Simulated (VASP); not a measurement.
Set up this calculation in VASP 6.6.1, as the native input.

```yaml
Task: single point
Functional: BLYP
Potentials_or_basis: VASP PAW PBE potentials, release 64 (Cu)
Cutoff: 520 eV
k_mesh: 24 × 24 × 24
Occupations: fermi-dirac, width 0.1 eV
Spin: no spin polarisation
Dipole_correction: no
Further_INCAR_settings: ALGO = Normal; EDIFF = 1e-06; NBANDS = 12
```

The structure of Cu lies in POSCAR:

```
Cu
1.0
    0.0000000000      1.8509331775      1.8509331775
    1.8509331775      0.0000000000      1.8509331775
    1.8509331775      1.8509331775      0.0000000000
Cu
1
Direct
    0.0000000000      0.0000000000      0.0000000000
```

The input as run:

INCAR

```
  PREC = Accurate
  ENCUT = 520
  EDIFF = 1E-6
  ISMEAR = -1
  SIGMA = 0.1
  LREAL = False
  LASPH = True
  NELM = 100
  ALGO = Normal
  ISIF = 2
  LWAVE = False
  LCHARG = True
  GGA = B5
  ALDAX = 1.0
  AGGAX = 1.0
  AGGAC = 1.0
  ALDAC = 0.0
  LELF = True
  LVHAR = True
  NBANDS = 12
```

KPOINTS

```
Automatic mesh
0
Gamma
  24 24 24
```

Potentials or basis: VASP PAW PBE potentials, release 64 (Cu).

The run is started by

```sh
$ cat potpaw_PBE.64/Cu/POTCAR > POTCAR
$ mpirun -np 1 vasp_std > vasp.out
```

Results of the run:

```yaml
Pressure: 0.8 GPa
```

Caveat: the PAW data sets were made with another functional, which shifts forces and pressure a little.

Wall time 22 s on 1 thread of Intel(R) Xeon(R) 6975P-C (Granite Rapids) (shared host), peak memory 0.17 GiB.
